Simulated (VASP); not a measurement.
# CdS: single point with r2SCAN

Crystal: CdS.

```xyz
2
Lattice="0.0000 2.9392 2.9392 2.9392 0.0000 2.9392 2.9392 2.9392 0.0000" Properties=species:S:1:pos:R:3 pbc="T T T"
Cd    0.0000    0.0000    0.0000
S     1.4696    1.4696    1.4696
```

```
Program             : VASP 6.6.1
Task                : single point
Functional          : r2SCAN
Potentials or basis : VASP PAW PBE potentials, release 64 (Cd, S)
Cutoff              : 520 eV
k mesh              : 8 × 8 × 8
Occupations         : gaussian, width 0.01 eV
Spin                : no spin polarisation
```

```
Pressure               : 0.3 GPa
Band gap on the k mesh : 1.54 eV, direct
```

Levels at points of the mesh, in eV from the valence-band top:
| k point | band 5 | band 6 | band 7 | band 8 | band 9 | band 10 | band 11 | band 12 | band 13 | band 14 |
| --- | --- | --- | --- | --- | --- | --- | --- | --- | --- | --- |
| (0.00, 0.00, 0.00) | -7.41 | -7.41 | 0.00 | 0.00 | 0.00 | 1.54 | 7.08 | 7.08 | 7.08 | 11.82 |
| (0.50, 0.00, 0.00) | -7.37 | -7.04 | -4.32 | -0.73 | -0.73 | 3.44 | 7.48 | 7.48 | 7.83 | 11.49 |
| (0.50, 0.50, 0.00) | -7.32 | -6.97 | -3.87 | -1.84 | -1.84 | 3.88 | 4.73 | 9.69 | 11.40 | 11.40 |

Wall time 44 s on 1 thread of Intel(R) Xeon(R) Platinum 8559C (Emerald Rapids) (shared host), peak memory 0.19 GiB.

Caveat: the PAW data sets were made with another functional, which shifts forces and pressure a little. r2SCAN opens gaps a little over a GGA but as a rule still falls short of measured ones.
